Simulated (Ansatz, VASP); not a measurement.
## BN in VASP and in Ansatz

The input INCAR:

```
SYSTEM = BN
PREC = Accurate
ENCUT = 600
EDIFF = 1E-7
ISMEAR = 0
SIGMA = 0.02
LREAL = .FALSE.
LASPH = .TRUE.
NELM = 120
ALGO = Normal
ISIF = 3
LWAVE = .FALSE.
LCHARG = .FALSE.
GGA = PE
IBRION = 2
NSW = 50
EDIFFG = -0.003
GGA_COMPAT = .FALSE.
NELMIN = 4
```

The input KPOINTS:

```
regular mesh
0
G
  12 12 12
  0 0 0
```

Contents of POSCAR:

```
BN
1.0
    0.0000000000      1.8195759395      1.8195759395
    1.8195759395      0.0000000000      1.8195759395
    1.8195759395      1.8195759395      0.0000000000
B N
1 1
Direct
    0.0000000000      0.0000000000      0.0000000000
    0.2500000000      0.2500000000      0.2500000000
```

Input for Ansatz:

```yaml
crystal:
  lattice:
    - [0.0, 1.8195759395, 1.8195759395]
    - [1.8195759395, 0.0, 1.8195759395]
    - [1.8195759395, 1.8195759395, 0.0]
  atoms:
    - { symbol: B, position: [0.0, 0.0, 0.0] }
    - { symbol: "N", position: [0.25, 0.25, 0.25] }
basis: {}
kpoints:
  mp_grid: { grid: [12, 12, 12] }
hamiltonian:
  xc: pbe
  pseudopotentials: { kind: all_electron, lapw: {} }
scf:
  occupations: { method: gaussian, width: 0.02 }
output:
  forces: true
  stress: true
  eigenvalues: true
relax:
  adjacent_minimum: "off"
  f_tol: 0.003
  max_steps: 30
  cell: { stress_tol: 0.03 }
```

Alike in both runs: task relaxation of cell and atoms; functional PBE; k mesh 12 × 12 × 12; occupations gaussian, width 0.02 eV; no spin polarisation.

```csv
,VASP,Ansatz
version,VASP 6.6.1,Ansatz 0.2.0
potentials or method,"VASP PAW PBE potentials, release 64 (B, N), cutoff 600 eV","scalar-relativistic, all-electron LAPW"
```

Ansatz gave:

* gap on the k mesh at the Fermi level, each at its own relaxed structure (eV): 4.46
* relaxed volume (Å³/atom): 5.95
* relaxed cell length with the largest relative difference (Å): 2.563

Problem. Estimate VASP's values.

Solution. gap on the k mesh at the Fermi level, each at its own relaxed structure (eV): 4.45; relaxed volume (Å³/atom): 5.95; relaxed cell length with the largest relative difference (Å): 2.563.

Ansatz ran all-electron here, and VASP with PAW potentials.
